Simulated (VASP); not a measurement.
## Pb: single point with PBE

Pb:

```xyz
1
Lattice="0.0000 2.4750 2.4750 2.4750 0.0000 2.4750 2.4750 2.4750 0.0000" Properties=species:S:1:pos:R:3 pbc="T T T"
Pb    0.0000    0.0000    0.0000
```

- Program: VASP 6.6.1
- Task: single point
- Functional: PBE
- Potentials or basis: VASP PAW PBE potentials, release 64 (Pb_d)
- Cutoff: 520 eV
- k mesh: 9 × 9 × 9
- Occupations: gaussian, width 0.021 eV
- Spin: no spin polarisation

| Property | Result |
| --- | --- |
| Pressure | 2.2 GPa |
| Band gap on the k mesh | zero (band 7 reaches 14.70 eV, above the bottom of band 8 at 5.74 eV) |

Levels at points of the mesh, in eV from the Fermi level:
```
           k point  band 4  band 5  band 6  band 7  band 8  band 9  band 10  band 11
(0.00, 0.00, 0.00)  -16.80  -16.80  -11.62    7.55    7.55    7.55     9.90    11.48
```

It took 7 s on 1 thread of Intel(R) Xeon(R) 6975P-C (Granite Rapids), with other jobs on the host, peak memory 0.16 GiB.

Caveat: spin-orbit coupling is left out, which moves the levels of the heavy elements.
